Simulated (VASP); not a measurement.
# SiC (P6_3mc) in VASP: settings compared

The runs below take SiC through single point, relaxation of cell and atoms, with r2SCAN, PBEsol, LDA, PBE.

All numbers are computed with VASP 6.6.1; they aren't measurements. Logs are shortened: lines on timing, memory, paths and dates and some standing lists are left out, and cuts for length are marked.

### Step 1. The cell of the first run

The structure is hexagonal, space group P6_3mc (No. 186). The conventional cell has a = 3.075 Å, b = 3.075 Å, c = 5.048 Å, α = 90.00°, β = 90.00°, γ = 120.00°. Si (site symmetry 3m) has 4 C at 1.88 to 1.90 Å within 2.5 Å. C (site symmetry 3m) has 4 Si at 1.88 to 1.90 Å within 2.5 Å.

### Step 2. Single point, r2SCAN

POSCAR

```
SiC
1.0
    3.0753562471      0.0000000000      0.0000000000
   -1.5376781236      2.6633366356      0.0000000000
    0.0000000000      0.0000000000      5.0481080958
Si C
2 2
Direct
    0.3333333333      0.6666666667     -0.0004084052
    0.6666666667      0.3333333333      0.4995915948
    0.3333333333      0.6666666667      0.3754084052
    0.6666666667      0.3333333333      0.8754084052
```

INCAR.step1

```
  ALGO = Normal
  EDIFF = 1E-4
  ENCUT = 520
  GGA = PE
  ISMEAR = 0
  LASPH = T
  LCHARG = F
  LREAL = F
  LWAVE = T
  NBANDS = 16
  NELM = 80
  PREC = Accurate
  SIGMA = 0.01
```

INCAR.step2

```
  ALGO = Normal
  EDIFF = 1E-7
  ENCUT = 520
  ISIF = 2
  ISMEAR = 0
  ISTART = 1
  LASPH = T
  LCHARG = T
  LELF = T
  LMIXTAU = T
  LREAL = F
  LVHAR = T
  LWAVE = F
  METAGGA = R2SCAN
  NBANDS = 16
  NELM = 80
  PREC = Accurate
  SIGMA = 0.01
```

KPOINTS

```
k-points
0
Gamma
  12 12 6
```

Potentials or basis: VASP PAW PBE potentials, release 64 (Si, C).

Command:

```sh
$ cat potpaw_PBE.64/Si/POTCAR potpaw_PBE.64/C/POTCAR > POTCAR
$ cp INCAR.step1 INCAR
$ mpirun -np 1 vasp_std > vasp.out
$ cp INCAR.step2 INCAR
$ mpirun -np 1 vasp_std > vasp.out
```

OUTCAR:

```text
EDIFF = 1E-7
   ENCUT = 520
   ISIF = 2
   ISMEAR = 0
   ISTART = 1
   LASPH = T
   LREAL = F
   METAGGA = R2SCAN
   NELM = 80
   PREC = Accurate

 ion  position               nearest neighbor table
   1  0.333  0.667  1.000-   4 1.88   4 1.88   4 1.88   3 1.90   2 3.09   2 3.09   2 3.09   2 3.09
                             2 3.09   2 3.09
   2  0.667  0.333  0.500-   3 1.88   3 1.88   3 1.88   4 1.90   1 3.09   1 3.09   1 3.09   1 3.09
                             1 3.09   1 3.09
   3  0.333  0.667  0.375-   2 1.88   2 1.88   2 1.88   1 1.90
   4  0.667  0.333  0.875-   1 1.88   1 1.88   1 1.88   2 1.90

  LATTYP: Found a hexagonal cell.
 ALAT       =     3.0753562471
 C/A-ratio  =     1.6414710005

  Lattice vectors:

 A1 = (   3.0753562471,   0.0000000000,   0.0000000000)
 A2 = (  -1.5376781236,   2.6633366356,   0.0000000000)
 A3 = (   0.0000000000,   0.0000000000,   5.0481080958)

Analysis of symmetry for initial positions (statically):
=====================================================================
 Subroutine PRICEL returns:
 Original cell was already a primitive cell.

 Routine SETGRP: Setting up the symmetry group for a
 hexagonal supercell.

 Subroutine GETGRP returns: Found 12 space group operations
 (whereof  6 operations were pure point group operations)
 out of a pool of 24 trial point group operations.

The static configuration has the point symmetry C_3v.
 The point group associated with its full space group is C_6v.

Analysis of symmetry for dynamics (positions and initial velocities):
=====================================================================
 Subroutine PRICEL returns:
 Original cell was already a primitive cell.

 Routine SETGRP: Setting up the symmetry group for a
 hexagonal supercell.

 Subroutine GETGRP returns: Found 12 space group operations
 (whereof  6 operations were pure point group operations)
 out of a pool of 24 trial point group operations.

The dynamic configuration has the point symmetry C_3v.
 The point group associated with its full space group is C_6v.

 Subroutine INISYM returns: Found 12 space group operations
 (whereof  6 operations are pure point group operations),
 and found     1 'primitive' translations

----------------------------------------------------------------------------------------

                                     Primitive cell

  volume of cell :      41.3476

  direct lattice vectors                    reciprocal lattice vectors
     3.075356247  0.000000000  0.000000000     0.325165581  0.187734436  0.000000000
    -1.537678124  2.663336636  0.000000000     0.000000000  0.375468871  0.000000000
     0.000000000  0.000000000  5.048108096     0.000000000  0.000000000  0.198094015

  length of vectors
     3.075356247  3.075356247  5.048108096     0.375468871  0.375468871  0.198094015

  position of ions in fractional coordinates (direct lattice)
     0.333333333  0.666666667  0.999591595
     0.666666667  0.333333333  0.499591595
     0.333333333  0.666666667  0.375408405
     0.666666667  0.333333333  0.875408405

  ion indices of the primitive-cell ions
   primitive index   ion index
                 1           1
                 2           2
                 3           3
                 4           4

----------------------------------------------------------------------------------------

 KPOINTS: k-points

Automatic generation of k-mesh.
 Grid dimensions read from file:
 generate k-points for:   12   12    6

 Generating k-lattice:

  Cartesian coordinates                     Fractional coordinates (reciprocal lattice)
     0.027097132  0.015644536  0.000000000     0.083333333  0.000000000  0.000000000
     0.000000000  0.031289073  0.000000000     0.000000000  0.083333333  0.000000000
     0.000000000  0.000000000  0.033015669     0.000000000  0.000000000  0.166666667

  Length of vectors
     0.031289073  0.031289073  0.033015669

  Shift w.r.t. Gamma in fractional coordinates (k-lattice)
     0.000000000  0.000000000  0.000000000

 Subroutine IBZKPT returns following result:
 ===========================================

 Found     76 irreducible k-points:

 Following reciprocal coordinates:
            Coordinates               Weight
  0.000000  0.000000  0.000000      1.000000
  0.083333 -0.000000  0.000000      6.000000
  0.166667  0.000000  0.000000      6.000000
  0.250000  0.000000  0.000000      6.000000
  0.333333  0.000000  0.000000      6.000000
  0.416667  0.000000  0.000000      6.000000
[... 16 lines left out ...]
  0.250000  0.000000  0.166667     12.000000
  0.333333  0.000000  0.166667     12.000000
 [... further k-points ...]
   k-points           NKPTS =     76   k-points in BZ     NKDIM =     76   number of bands    NBANDS=     16
   number of dos      NEDOS =    301   number of ions     NIONS =      4
   total plane-waves  NPLWV =  23040
   dimension x,y,z NGX =    24 NGY =   24 NGZ =   40
   dimension x,y,z NGXF=    48 NGYF=   48 NGZF=   80
   ions per type =               2   2
   NGX,Y,Z   is equivalent  to a cutoff of  12.97, 12.97, 13.17 a.u.
   NGXF,Y,Z  is equivalent  to a cutoff of  25.95, 25.95, 26.35 a.u.
 SYSTEM =  unknown system
   PREC   = accura    normal or accurate (medium, high low for compatibility)
   ISTART =      1    job   : 0-new  1-cont  2-samecut
   ICHARG =      0    charge: 1-file 2-atom 10-const
   ISPIN  =      1    spin polarized calculation?
   LNONCOLLINEAR =      F non collinear calculations
   LSORBIT =      F    spin-orbit coupling
   LASPH  =      T    aspherical Exc in radial PAW
   ENCUT  =  520.0 eV  38.22 Ry    6.18 a.u.   5.72  5.72  9.39*2*pi/ulx,y,z
   NELM   =     80;   NELMIN=  2; NELMDL=  0     # of ELM steps
   EDIFF  = 0.1E-06   stopping-criterion for ELM
   LREAL  =      F    real-space projection
   EDIFFG = 0.1E-05   stopping-criterion for IOM
   NSW    =      0    number of steps for IOM
   IBRION =     -1    ionic relax: 0-MD 1-quasi-New 2-CG
   NFREE  =      0    steps in history (QN), initial steepest desc. (CG)
   ISIF   =      2    stress and relaxation
   ISYM   =      2    0-nonsym 1-usesym 2-fastsym
   POTIM  = 0.5000    time-step for ionic-motion
   TEBEG  =    0.0;   TEEND  =   0.0 temperature during run
   PSTRESS=    0.0 pullay stress
   NELECT =      16.0000    total number of electrons
   NUPDOWN=      -1.0000    fix difference up-down
   EMIN   =  10.00;   EMAX   =-10.00  energy-range for DOS
   EFERMI =   0.00;   METHOD = LEGACY
   ISMEAR =     0;   SIGMA  =   0.01  broadening in eV -4-tet -1-fermi 0-gaus
   EFERMI_NEDOS =   21; number of points for ismear=-14 and -15
   IALGO  =     38    algorithm
   IMIX   =      4    mixing-type and parameters
     AMIX     =   0.40;   BMIX     =  1.00
     AMIX_MAG =   1.60;   BMIX_MAG =  1.00
  volume/ion in A,a.u.               =      10.34        69.76
  Fermi-wavevector in a.u.,A,eV,Ry     =   1.192975  2.254396 19.363676  1.423190
  Thomas-Fermi vector in A             =   2.329001
   LORBIT       =      0    0 simple, 1 ext, 2 COOP (PROOUT), +10 PAW based schemes
   METAGGA = R2SCAN    functional components
   LHFCALC =     F    Hartree Fock is set to
   AEXX    =    0.0000 exact exchange contribution
   IVDW    =     0    specifies the selected vdW correction
   LEPSILON=     F    determine dielectric tensor
   LRPA    =     F    only Hartree local field effects (RPA)
 non-spin polarized calculation
 Gauss-broadening in eV      SIGMA  =   0.01
  energy-cutoff  :      520.00
  volume of cell :       41.35
 maximum number of plane-waves:      1126
 NGX is ok and might be reduce to    24
   NGX = 11   NGY = 11   NGZ = 19

 number of electron      16.0000000 magnetization

 Free energy of the ion-electron system (eV)
  ---------------------------------------------------
  ext. energy  EPLUGINS =         0.00000000
  ---------------------------------------------------
  free energy    TOTEN  =       -38.63788932 eV

  energy without entropy =      -38.63788932  energy(sigma->0) =      -38.63788932

 E-fermi :   8.2144     XC(G=0): -11.9291

 val. band max:        8.1455226058   @ k =   0.0000   0.0000   0.0000
 cond. band min:      10.8047743594   @ k =   0.3333   0.3333   0.0000
 fundamental gap:      2.6592517537
 Fermi energy:         8.2143596446

 k-point     1 :       0.0000    0.0000    0.0000
  band No.  band energies     occupation
      1      -8.2091      2.00000
      2      -4.5818      2.00000
      3      -0.8462      2.00000
      4       6.7600      2.00000
      5       6.7600      2.00000
      6       8.0327      2.00000
[... 8 lines left out ...]
     15      17.7250      0.00000
     16      20.1766      0.00000

 k-point     2 :       0.0833   -0.0000    0.0000
  band No.  band energies     occupation
      1      -8.0842      2.00000
      2      -4.4765      2.00000
      3      -0.7310      2.00000
      4       6.0615      2.00000
      5       6.5411      2.00000
      6       7.6625      2.00000
[... 8 lines left out ...]
     15      18.0510      0.00000
     16      19.1999      0.00000

 k-point     3 :       0.1667    0.0000    0.0000
  band No.  band energies     occupation
      1      -7.7131      2.00000
      2      -4.1708      2.00000
      3      -0.3949      2.00000
      4       4.5290      2.00000
      5       6.0443      2.00000
      6       6.4946      2.00000
[... 8 lines left out ...]
     15      18.3880      0.00000
     16      18.7397      0.00000

 k-point     4 :       0.2500    0.0000    0.0000
  band No.  band energies     occupation
      1      -7.1084      2.00000
      2      -3.7073      2.00000
      3       0.1132      2.00000
      4       2.8565      2.00000
      5       5.0431      2.00000
      6       5.5035      2.00000
[... 8 lines left out ...]
     15      19.0083      0.00000
     16      19.6849      0.00000

 k-point     5 :       0.3333    0.0000    0.0000
  band No.  band energies     occupation
      1      -6.3019      2.00000
      2      -3.2172      2.00000
      3       0.4641      2.00000
      4       1.7218      2.00000
      5       3.5729      2.00000
      6       5.0554      2.00000
[... 8 lines left out ...]
     15      19.9041      0.00000
     16      21.1838      0.00000

 k-point     6 :       0.4167    0.0000    0.0000
  band No.  band energies     occupation
      1      -5.3877      2.00000
      2      -3.0711      2.00000
      3       0.0865      2.00000
      4       1.9910      2.00000
      5       2.3573      2.00000
      6       4.7668      2.00000
[... 8 lines left out ...]
     15      20.0355      0.00000
     16      21.4300      0.00000
[... 267 lines left out ...]
 k-point    21 :       0.0833   -0.0000    0.1667
  band No.  band energies     occupation
      1      -7.9439      2.00000
      2      -5.0022      2.00000
      3       0.0201      2.00000
      4       6.1559      2.00000
      5       6.6265      2.00000
      6       7.0728      2.00000
[... 8 lines left out ...]
     15      17.7422      0.00000
     16      19.7446      0.00000

 k-point    22 :       0.1667    0.0000    0.1667
  band No.  band energies     occupation
      1      -7.5740      2.00000
      2      -4.6783      2.00000
      3       0.3164      2.00000
      4       4.6563      2.00000
      5       6.0938      2.00000
      6       6.1393      2.00000
[... 8 lines left out ...]
     15      18.5892      0.00000
     16      19.1034      0.00000

 k-point    23 :       0.2500    0.0000    0.1667
  band No.  band energies     occupation
      1      -6.9719      2.00000
      2      -4.1746      2.00000
      3       0.6971      2.00000
      4       3.0716      2.00000
      5       4.6428      2.00000
      6       5.6058      2.00000
[... 8 lines left out ...]
     15      19.6680      0.00000
     16      19.7472      0.00000

 k-point    24 :       0.3333    0.0000    0.1667
  band No.  band energies     occupation
      1      -6.1701      2.00000
      2      -3.5923      2.00000
      3       0.5510      2.00000
      4       2.3140      2.00000
      5       3.1587      2.00000
      6       5.1620      2.00000
[... 8 lines left out ...]
     15      20.3493      0.00000
     16      21.0761      0.00000

 [... further k-points ...]
[... 5 lines left out ...]
  --------------------------------------------------------------------------------------
  -------------------------------------------------------------------------------------
  Total       -0.0499489     -0.0499489     -0.0422838      0.0000000      0.0000000     -0.0000000
  in kB       -1.9354709     -1.9354709     -1.6384555      0.0000000      0.0000000     -0.0000000
  external PRESSURE =      -1.8364658 kB  Pullay stress =       0.0000000 kB

 VOLUME and BASIS-vectors are now :
 -----------------------------------------------------------------------------
  energy-cutoff  :      520.00
  volume of cell :       41.35
      direct lattice vectors                 reciprocal lattice vectors
     3.075356247  0.000000000  0.000000000     0.325165581  0.187734436  0.000000000
    -1.537678124  2.663336636  0.000000000     0.000000000  0.375468871  0.000000000
     0.000000000  0.000000000  5.048108096     0.000000000  0.000000000  0.198094015

 POSITION                                       TOTAL-FORCE (eV/Angst)
 -----------------------------------------------------------------------------------
     -0.00000      1.77556      5.04605        -0.000000      0.000000      0.001082
      1.53768      0.88778      2.52199         0.000000     -0.000000      0.001082
     -0.00000      1.77556      1.89510         0.000000      0.000000     -0.001082
      1.53768      0.88778      4.41916        -0.000000      0.000000     -0.001082
 -----------------------------------------------------------------------------------
    total drift:                               -0.000000     -0.000000      0.000398

  FREE ENERGIE OF THE ION-ELECTRON SYSTEM (eV)
  ---------------------------------------------------
  free  energy   TOTEN  =       -38.6378893151 eV

  energy  without entropy=      -38.6378893151  energy(sigma->0) =      -38.63788932
```

Wall time 4.4 min (1 thread of Intel Xeon 8259CL, shared host); peak memory 0.19 GiB.

What came out:

- Free energy: -38.6379 eV
- Pressure: -0.2 GPa
- Band gap on the k mesh: 2.66 eV, indirect (least direct gap 4.48 eV)

Caveat: the PAW data sets were made with another functional, which shifts forces and pressure a little.

### Step 3. Relaxation of cell and atoms, PBEsol

This run uses another cell than the first one, of 10.50 Å³/atom, 1.016 times its volume.

INCAR

```
SYSTEM = SiC
ALGO = Normal
EDIFF = 1E-6
EDIFFG = -0.005
ENCUT = 600
GGA = PS
IBRION = 2
ISIF = 3
ISMEAR = -1
LASPH = .True.
LCHARG = .False.
LREAL = .False.
LWAVE = .False.
NELM = 100
NSW = 80
PREC = Accurate
SIGMA = 0.02
```

KPOINTS

```
k-points
0
Gamma
  12 12 4
  0 0 0
```

POSCAR

```
SiC
1.0
    3.0918273337      0.0000000000      0.0000000000
   -1.5459136669      2.6776010151      0.0000000000
    0.0000000000      0.0000000000      5.0742732797
Si C
2 2
Direct
    0.3333333333      0.6666666667     -0.0004133941
    0.6666666667      0.3333333333      0.4995866059
    0.3333333333      0.6666666667      0.3754133941
    0.6666666667      0.3333333333      0.8754133941
```

Potentials or basis: VASP PAW PBE potentials, release 64 (Si, C).

Command:

```sh
$ cat potpaw_PBE.64/Si/POTCAR potpaw_PBE.64/C/POTCAR > POTCAR
$ mpirun -np 1 vasp_std > vasp.out
```

OUTCAR:

```text
SYSTEM = SiC
   EDIFF = 1E-6
   EDIFFG = -0.005
   ENCUT = 600
   GGA = PS
   IBRION = 2
   ISIF = 3
   ISMEAR = -1
   LASPH = .True.
   LREAL = .False.
   NELM = 100
   NSW = 80
   PREC = Accurate

 ion  position               nearest neighbor table
   1  0.333  0.667  1.000-   4 1.89   4 1.89   4 1.89   3 1.91   2 3.10   2 3.10   2 3.10   2 3.10
                             2 3.10   2 3.10
   2  0.667  0.333  0.500-   3 1.89   3 1.89   3 1.89   4 1.91   1 3.10   1 3.10   1 3.10   1 3.10
                             1 3.10   1 3.10
   3  0.333  0.667  0.375-   2 1.89   2 1.89   2 1.89   1 1.91
   4  0.667  0.333  0.875-   1 1.89   1 1.89   1 1.89   2 1.91

  LATTYP: Found a hexagonal cell.
 ALAT       =     3.0918273337
 C/A-ratio  =     1.6411890872

  Lattice vectors:

 A1 = (   3.0918273337,   0.0000000000,   0.0000000000)
 A2 = (  -1.5459136669,   2.6776010151,   0.0000000000)
 A3 = (   0.0000000000,   0.0000000000,   5.0742732797)

[... 273 lines left out ...]

 k-point     1 :       0.0000    0.0000    0.0000
  band No.  band energies     occupation
      1      -7.3848      2.00000
      2      -3.7849      2.00000
      3      -0.5594      2.00000
      4       6.8763      2.00000
      5       6.8763      2.00000
      6       8.0852      2.00000
      7       8.1975      2.00000
      8       8.1975      2.00000
      9      12.9322      0.00000
     10      14.3387      0.00000
     11      14.7881      0.00000
     12      14.7881      0.00000
[... 331 lines left out ...]
 k-point    24 :       0.3333   -0.0000    0.2500
  band No.  band energies     occupation
      1      -5.2397      2.00000
      2      -3.2045      2.00000
      3       0.9925      2.00000
      4       2.8805      2.00000
      5       3.2575      2.00000
      6       5.4555      2.00000
      7       6.6432      2.00000
      8       6.8742      2.00000
      9      11.4241      0.00000
     10      12.4655      0.00000
     11      14.3684      0.00000
     12      16.3627      0.00000

 [... further k-points ...]
[... 5 lines left out ...]
  --------------------------------------------------------------------------------------
  -------------------------------------------------------------------------------------
  Total        0.0076048      0.0076048     -0.0139548     -0.0000000      0.0000000     -0.0000000
  in kB        0.2943058      0.2943058     -0.5400509     -0.0000000      0.0000000     -0.0000000
  external PRESSURE =       0.0161869 kB  Pullay stress =       0.0000000 kB
[... 19 lines left out ...]
  FREE ENERGIE OF THE ION-ELECTRON SYSTEM (eV)
  ---------------------------------------------------
  free  energy   TOTEN  =       -31.8257204438 eV

  energy  without entropy=      -31.8257204438  energy(sigma->0) =      -31.82572044

 reached required accuracy - stopping structural energy minimisation
```

Wall time 2 min (1 thread of Intel Xeon 8259CL, shared host); peak memory 0.19 GiB.

What came out:

| Quantity | Value |
| --- | --- |
| Free energy | -31.8257 eV |
| Relaxed volume | 10.35 Å³/atom |
| Relaxed cell | a = 3.077 Å, b = 3.077 Å, c = 5.050 Å, α = 90.00°, β = 90.00°, γ = 120.00° |
| Space group after relaxing (to 0.05 Å) | P6_3mc (No. 186) |
| Energy gained by relaxing | 1.5 meV/atom |
| Ionic steps | 3 |
| Pressure after relaxing | 0.0 GPa |
| Band gap on the k mesh | 2.12 eV, indirect (least direct gap 3.85 eV) |

Forces in eV/Å, atoms in the order of the input:
```
Si   0.000  0.000  0.003
Si   0.000  0.000  0.003
C    0.000  0.000 -0.003
C    0.000  0.000 -0.003
```

Step by step:
```
step  energy change (eV)  largest force (eV/Å)  pressure (GPa)  volume (Å³)
   1              0.0000                0.0015           -3.14        42.01
   2              0.0007                0.0069            3.52        40.77
   3             -0.0061                0.0025            0.00        41.40
```

Final structure:
```
Si C
1.0
     3.07682    0.00000    0.00000
    -1.53841    2.66460    0.00000
     0.00000    0.00000    5.04969
Si C
2 2
Cartesian
  0.0000 1.7764 5.0476
  1.5384 0.8882 2.5227
  0.0000 1.7764 1.8958
  1.5384 0.8882 4.4206
```

Caveat: the PAW data sets were made with another functional, which shifts forces and pressure a little.

(Continued in part 2 of 2.)
